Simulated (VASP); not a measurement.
# RbSi2 (I4_1md) in VASP: relaxation of cell and atoms with PBE

Aim: the relaxation of cell and atoms of RbSi2 with PBE.

Everything below comes from runs of VASP 6.6.1. Logs are shortened: lines on timing, memory, paths and dates and some standing lists are left out, and cuts for length are marked.

## Step 1: The cell of the first run

The structure is tetragonal, space group I4_1md (No. 109). The conventional cell has a = 6.006 Å, b = 6.006 Å, c = 8.008 Å, α = 90.00°, β = 90.00°, γ = 90.00°. Within 4.3 Å of Rb (site symmetry 2mm) lie 12 Si at 3.30 to 3.58 Å and 4 Rb at 3.61 Å. Si (site symmetry m) has 6 Si at 2.42 to 3.58 Å and 6 Rb at 3.30 to 3.58 Å within 3.6 Å.

The cell was generated, and may not be a known phase.

## Step 2: Relaxation of cell and atoms, PBE

INCAR

```
ALGO = Normal ; EDIFF = 1E-6
EDIFFG = -0.01 ; ENCUT = 600
GGA = PE ; IBRION = 2
ISIF = 3 ; ISMEAR = 0
LASPH = T ; LCHARG = F
LREAL = F ; LWAVE = F
NELM = 80 ; NSW = 100
PREC = Accurate ; SIGMA = 0.1
```

KPOINTS

```
k-points
0
Gamma
  10 10 10
```

POSCAR

```
RbSi2
1.0
   -3.0032383376      3.0032383376      4.0041757372
    3.0032383376     -3.0032383376      4.0041757372
    3.0032383376      3.0032383376     -4.0041757372
Rb Si
2 4
Direct
    0.5885859286      0.5885859286      0.0000000000
    0.3385859286      0.8385859286      0.5000000000
    0.3865813210      0.1849032189      0.2016781021
    0.9832251168      0.1849032189      0.7983218979
    0.9349032189      0.6365813210      0.7016781021
    0.9349032189      0.2332251168      0.2983218979
```

Potentials or basis: VASP PAW PBE potentials, release 64 (Rb_sv, Si).

Run with:

```bash
$ cat potpaw_PBE.64/Rb_sv/POTCAR potpaw_PBE.64/Si/POTCAR > POTCAR
$ mpirun -np 1 vasp_std > vasp.out
```

OUTCAR:

```text
EDIFF = 1E-6
   EDIFFG = -0.01
   ENCUT = 600
   GGA = PE
   IBRION = 2
   ISIF = 3
   ISMEAR = 0
   LASPH = T
   LREAL = F
   NELM = 80
   NSW = 100
   PREC = Accurate

 ion  position               nearest neighbor table
   1  0.589  0.589  0.000-   6 3.30   5 3.30   3 3.45   4 3.45   5 3.46   6 3.46   6 3.46   5 3.46
                             3 3.58   4 3.58   4 3.58   3 3.58   2 3.61   2 3.61   2 3.61   2 3.61
   2  0.339  0.839  0.500-   4 3.30   3 3.30   5 3.45   6 3.45   3 3.46   4 3.46   4 3.46   3 3.46
                             5 3.58   6 3.58   6 3.58   5 3.58   1 3.61   1 3.61   1 3.61   1 3.61
   3  0.387  0.185  0.202-   4 2.42   6 2.95   5 2.95   5 2.95   6 2.95   2 3.30   1 3.45   2 3.46
                             2 3.46   1 3.58   1 3.58
   4  0.983  0.185  0.798-   3 2.42   5 2.95   6 2.95   6 2.95   5 2.95   2 3.30   1 3.45   2 3.46
                             2 3.46   1 3.58   1 3.58
   5  0.935  0.637  0.702-   6 2.42   4 2.95   3 2.95   3 2.95   4 2.95   1 3.30   2 3.45   1 3.46
                             1 3.46   2 3.58   2 3.58
   6  0.935  0.233  0.298-   5 2.42   3 2.95   4 2.95   4 2.95   3 2.95   1 3.30   2 3.45   1 3.46
                             1 3.46   2 3.58   2 3.58

  LATTYP: Found a body centered tetragonal cell.
 ALAT       =     6.0064766752
 C/A-ratio  =     1.3332860356

  Lattice vectors:

 A1 = (  -3.0032383376,   3.0032383376,   4.0041757372)
 A2 = (   3.0032383376,  -3.0032383376,   4.0041757372)
 A3 = (   3.0032383376,   3.0032383376,  -4.0041757372)

Analysis of symmetry for initial positions (statically):
=====================================================================
 Subroutine PRICEL returns:
 Original cell was already a primitive cell.

 Routine SETGRP: Setting up the symmetry group for a
 body centered tetragonal supercell.

 Subroutine GETGRP returns: Found  8 space group operations
 (whereof  4 operations were pure point group operations)
 out of a pool of 16 trial point group operations.

The static configuration has the point symmetry C_2v.
 The point group associated with its full space group is C_4v.

Analysis of symmetry for dynamics (positions and initial velocities):
=====================================================================
 Subroutine PRICEL returns:
 Original cell was already a primitive cell.

 Routine SETGRP: Setting up the symmetry group for a
 body centered tetragonal supercell.

 Subroutine GETGRP returns: Found  8 space group operations
 (whereof  4 operations were pure point group operations)
 out of a pool of 16 trial point group operations.

The dynamic configuration has the point symmetry C_2v.
 The point group associated with its full space group is C_4v.

 Subroutine INISYM returns: Found  8 space group operations
 (whereof  4 operations are pure point group operations),
 and found     1 'primitive' translations

----------------------------------------------------------------------------------------

                                     Primitive cell

  volume of cell :     144.4617

  direct lattice vectors                    reciprocal lattice vectors
    -3.003238338  3.003238338  4.004175737     0.000000000  0.166486953  0.124869644
     3.003238338 -3.003238338  4.004175737     0.166486953  0.000000000  0.124869644
     3.003238338  3.003238338 -4.004175737     0.166486953  0.166486953  0.000000000

  length of vectors
     5.837148650  5.837148650  5.837148650     0.208111349  0.208111349  0.235448107

  position of ions in fractional coordinates (direct lattice)
     0.588585929  0.588585929  0.000000000
     0.338585929  0.838585929  0.500000000
     0.386581321  0.184903219  0.201678102
     0.983225117  0.184903219  0.798321898
     0.934903219  0.636581321  0.701678102
     0.934903219  0.233225117  0.298321898

  ion indices of the primitive-cell ions
   primitive index   ion index
                 1           1
                 2           2
                 3           3
                 4           4
                 5           5
                 6           6

----------------------------------------------------------------------------------------

 KPOINTS: k-points

Automatic generation of k-mesh.
 Grid dimensions read from file:
 generate k-points for:   10   10   10

 Generating k-lattice:

  Cartesian coordinates                     Fractional coordinates (reciprocal lattice)
     0.000000000  0.016648695  0.012486964     0.100000000  0.000000000  0.000000000
     0.016648695  0.000000000  0.012486964     0.000000000  0.100000000  0.000000000
     0.016648695  0.016648695  0.000000000     0.000000000  0.000000000  0.100000000

  Length of vectors
     0.020811135  0.020811135  0.023544811

  Shift w.r.t. Gamma in fractional coordinates (k-lattice)
     0.000000000  0.000000000  0.000000000

 Subroutine IBZKPT returns following result:
 ===========================================

 Found    102 irreducible k-points:

 Following reciprocal coordinates:
            Coordinates               Weight
  0.000000  0.000000  0.000000      1.000000
  0.100000  0.000000 -0.000000      8.000000
  0.200000  0.000000 -0.000000      8.000000
  0.300000  0.000000 -0.000000      8.000000
  0.400000  0.000000  0.000000      8.000000
  0.500000  0.000000  0.000000      4.000000
[... 16 lines left out ...]
  0.300000  0.300000 -0.000000      8.000000
  0.400000  0.300000 -0.000000     16.000000
 [... further k-points ...]
   k-points           NKPTS =    102   k-points in BZ     NKDIM =    102   number of bands    NBANDS=     21
   number of dos      NEDOS =    301   number of ions     NIONS =      6
   total plane-waves  NPLWV = 110592
   dimension x,y,z NGX =    48 NGY =   48 NGZ =   48
   dimension x,y,z NGXF=    96 NGYF=   96 NGZF=   96
   ions per type =               2   4
   NGX,Y,Z   is equivalent  to a cutoff of  13.67, 13.67, 13.67 a.u.
   NGXF,Y,Z  is equivalent  to a cutoff of  27.34, 27.34, 27.34 a.u.
 SYSTEM =  unknown system
   PREC   = accura    normal or accurate (medium, high low for compatibility)
   ISTART =      0    job   : 0-new  1-cont  2-samecut
   ICHARG =      2    charge: 1-file 2-atom 10-const
   ISPIN  =      1    spin polarized calculation?
   LNONCOLLINEAR =      F non collinear calculations
   LSORBIT =      F    spin-orbit coupling
   LASPH  =      T    aspherical Exc in radial PAW
   ENCUT  =  600.0 eV  44.10 Ry    6.64 a.u.  11.66 11.66 11.66*2*pi/ulx,y,z
   NELM   =     80;   NELMIN=  2; NELMDL= -5     # of ELM steps
   EDIFF  = 0.1E-05   stopping-criterion for ELM
   LREAL  =      F    real-space projection
   EDIFFG = -.1E-01   stopping-criterion for IOM
   NSW    =    100    number of steps for IOM
   IBRION =      2    ionic relax: 0-MD 1-quasi-New 2-CG
   NFREE  =      1    steps in history (QN), initial steepest desc. (CG)
   ISIF   =      3    stress and relaxation
   ISYM   =      2    0-nonsym 1-usesym 2-fastsym
   POTIM  = 0.5000    time-step for ionic-motion
   TEBEG  =    0.0;   TEEND  =   0.0 temperature during run
   PSTRESS=    0.0 pullay stress
   NELECT =      34.0000    total number of electrons
   NUPDOWN=      -1.0000    fix difference up-down
   EMIN   =  10.00;   EMAX   =-10.00  energy-range for DOS
   EFERMI =   0.00;   METHOD = LEGACY
   ISMEAR =     0;   SIGMA  =   0.10  broadening in eV -4-tet -1-fermi 0-gaus
   EFERMI_NEDOS =   21; number of points for ismear=-14 and -15
   IALGO  =     38    algorithm
   IMIX   =      4    mixing-type and parameters
     AMIX     =   0.40;   BMIX     =  1.00
     AMIX_MAG =   1.60;   BMIX_MAG =  1.00
  volume/ion in A,a.u.               =      24.08       162.48
  Fermi-wavevector in a.u.,A,eV,Ry     =   1.010765  1.910069 13.900338  1.021646
  Thomas-Fermi vector in A             =   2.143774
   LORBIT       =      0    0 simple, 1 ext, 2 COOP (PROOUT), +10 PAW based schemes
   GGA     = PE    functional components
   LHFCALC =     F    Hartree Fock is set to
   AEXX    =    0.0000 exact exchange contribution
   IVDW    =     0    specifies the selected vdW correction
   LEPSILON=     F    determine dielectric tensor
   LRPA    =     F    only Hartree local field effects (RPA)
 conjugate gradient relaxation of ions
 non-spin polarized calculation
 Gauss-broadening in eV      SIGMA  =   0.10
  energy-cutoff  :      600.00
  volume of cell :      144.46
 maximum number of plane-waves:      4844
   NGX = 23   NGY = 23   NGZ = 23

--------------------------------------- Ionic step        1  -------------------------------------------

 number of electron      34.0000000 magnetization

 Free energy of the ion-electron system (eV)
  ---------------------------------------------------
  ext. energy  EPLUGINS =         0.00000000
  ---------------------------------------------------
  free energy    TOTEN  =       -21.08095685 eV

  energy without entropy =      -21.06312303  energy(sigma->0) =      -21.07203994

------------------------ aborting loop because EDIFF is reached ----------------------------------------

  FORCE on cell =-STRESS in cart. coord.  units (eV):
  Direction    XX          YY          ZZ          XY          YZ          ZX
  --------------------------------------------------------------------------------------
  -------------------------------------------------------------------------------------
  Total       -0.0136790     -0.0136790     -0.2305144      0.0000000      0.0000000      0.0000000
  in kB       -0.1517096     -0.1517096     -2.5565599      0.0000000      0.0000000      0.0000000
  external PRESSURE =      -0.9533263 kB  Pullay stress =       0.0000000 kB
[... 185 lines left out ...]
  energy  without entropy=      -21.0642681551  energy(sigma->0) =      -21.07316243

--------------------------------------- Ionic step        6  -------------------------------------------

 number of electron      34.0000000 magnetization

 Free energy of the ion-electron system (eV)
  ---------------------------------------------------
  ext. energy  EPLUGINS =         0.00000000
  ---------------------------------------------------
  free energy    TOTEN  =       -21.08212191 eV

  energy without entropy =      -21.06435311  energy(sigma->0) =      -21.07323751

 E-fermi :   4.3214     XC(G=0):  -9.3274

 val. band max:        4.3164315682   @ k =  -0.3000  -0.4000   0.1000
 cond. band min:       4.3223510047   @ k =  -0.2000   0.4000   0.2000
 fundamental gap:      0.0059194365
 Fermi energy:         4.3213686927

 k-point     1 :       0.0000    0.0000    0.0000
  band No.  band energies     occupation
      1     -22.8030      2.00000
      2     -22.6220      2.00000
      3      -7.2070      2.00000
      4      -7.2070      2.00000
      5      -7.1946      2.00000
      6      -6.8575      2.00000
[... 550 lines left out ...]
      5      -7.1944      2.00000
      6      -6.9312      2.00000
[... 13 lines left out ...]
     20       6.0628      0.00000
     21       6.7382      0.00000

 [... further k-points ...]

------------------------ aborting loop because EDIFF is reached ----------------------------------------

  FORCE on cell =-STRESS in cart. coord.  units (eV):
  Direction    XX          YY          ZZ          XY          YZ          ZX
  --------------------------------------------------------------------------------------
  -------------------------------------------------------------------------------------
  Total        0.0034341      0.0034341      0.0098187      0.0000000      0.0000000      0.0000000
  in kB        0.0382985      0.0382985      0.1095014      0.0000000      0.0000000      0.0000000
  external PRESSURE =       0.0620328 kB  Pullay stress =       0.0000000 kB
[... 21 lines left out ...]
  FREE ENERGIE OF THE ION-ELECTRON SYSTEM (eV)
  ---------------------------------------------------
  free  energy   TOTEN  =       -21.0821219080 eV

  energy  without entropy=      -21.0643531150  energy(sigma->0) =      -21.07323751

 reached required accuracy - stopping structural energy minimisation
```

It took 34 min on 1 thread of Intel Xeon 8259CL, shared host; peak memory 0.57 GiB.

What came out:

- Free energy: -21.0821 eV
- Relaxed volume: 23.94 Å³/atom
- Relaxed cell: a = 5.825 Å, b = 5.825 Å, c = 5.825 Å, α = 118.00°, β = 118.00°, γ = 93.50°
- Space group after relaxing (to 0.1 Å): I4_1md (No. 109)
- Energy gained by relaxing: 0.2 meV/atom
- Ionic steps: 6
- Pressure after relaxing: 0.0 GPa
- Largest force after relaxing: 0.006 eV/Å
- Band gap on the k mesh: zero (bands 17 and 18 overlap by 1.88 eV)

Forces in eV/Å, atoms in the order of the input:
```
Rb   0.000  0.000  0.004
Rb   0.000  0.000  0.004
Si   0.000  0.006 -0.002
Si   0.000 -0.006 -0.002
Si   0.006  0.000 -0.002
Si  -0.006  0.000 -0.002
```

The path:
| step | energy change (eV) | largest force (eV/Å) | pressure (GPa) | volume (Å³) |
| --- | --- | --- | --- | --- |
| 1 | 0.0000 | 0.0396 | -0.10 | 144.46 |
| 2 | -0.0006 | 0.0321 | -0.05 | 144.16 |
| 3 | -0.0009 | 0.0199 | 0.04 | 143.70 |
| 4 | -0.0010 | 0.0126 | 0.00 | 143.76 |
| 5 | -0.0011 | 0.0053 | -0.04 | 143.84 |
| 6 | -0.0012 | 0.0064 | 0.01 | 143.66 |

Final structure:
```xyz
6
Lattice="-2.9998 2.9998 3.9911 2.9998 -2.9998 3.9911 2.9998 2.9998 -3.9911" Properties=species:S:1:pos:R:3 pbc="T T T"
Rb    2.9998    2.9998    0.6965
Rb    2.9998    0.0000    2.6921
Si    0.0000    1.2143    1.4812
Si    0.0000    4.7853    1.4812
Si    1.2143    2.9998    3.4768
Si   -1.2143    2.9998    3.4768
```
